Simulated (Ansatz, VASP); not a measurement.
# Ag: VASP beside Ansatz

```xyz
1
Lattice="0.0000 2.0528 2.0528 2.0528 0.0000 2.0528 2.0528 2.0528 0.0000" Properties=species:S:1:pos:R:3 pbc="T T T"
Ag    0.0000    0.0000    0.0000
```

Alike in both runs: task single point; functional r2SCAN; k mesh 34 × 34 × 34; no spin polarisation.

|  | VASP | Ansatz |
| --- | --- | --- |
| version | VASP 6.6.1 | Ansatz 0.2.0 |
| potentials or method | VASP PAW PBE potentials, release 64 (Ag) | plane-wave PAW, scalar-relativistic |
| plane-wave cutoff (eV) | 520 | 500 |
| occupations | methfessel-paxton of order 1, width 0.1 eV | cold, width 0.1 eV |
| valence electrons in the cell | 11 | 19 |

VASP gave:

```
pressure (GPa) : 0.0
```

Task: Estimate Ansatz's values.

Result: Pressure (GPa): -0.1.

VASP's potentials were made for PBE, not for r2SCAN. VASP's potentials hold 11 valence electrons a cell and Ansatz's 19, so a difference there can come from the potentials and not from the codes.
